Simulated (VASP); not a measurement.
## Mo: single point with LDA

Crystal: Mo.

```
Mo
1.0
    -1.55618    1.55618    1.55618
     1.55618   -1.55618    1.55618
     1.55618    1.55618   -1.55618
Mo
1
Direct
  0.00000 0.00000 0.00000
```

```
Program                : VASP 6.6.1
Task                   : single point
Functional             : LDA
Potentials or basis    : VASP PAW LDA potentials, release 64 (Mo_sv)
Cutoff                 : 520 eV
k mesh                 : 8 × 8 × 8
Occupations            : gaussian, width 0.1 eV
Spin                   : no spin polarisation
Dipole correction      : no
Further INCAR settings : ALGO = Normal; EDIFF = 1e-07; NBANDS = 13
```

The pressure is 1.3 GPa and the band gap on the k mesh is zero (band 7 reaches 17.29 eV, above the bottom of band 8 at 11.62 eV).

Levels at points of the mesh, in eV from the Fermi level:
```tsv
k point	band 4	band 5	band 6	band 7	band 8	band 9	band 10	band 11
(0.00, 0.00, 0.00)	-34.19	-7.24	-1.34	-1.34	-1.34	1.80	1.80	14.98
(0.50, 0.00, 0.00)	-34.20	-5.45	-3.48	1.86	1.93	2.51	5.15	12.14
(0.50, 0.50, 0.50)	-35.28	-5.65	-5.65	4.33	4.33	4.33	9.44	9.44
```

Run time: 3.4 s on 1 thread of Intel Xeon 6975P-C, with other jobs on the host, peak memory 0.12 GiB.
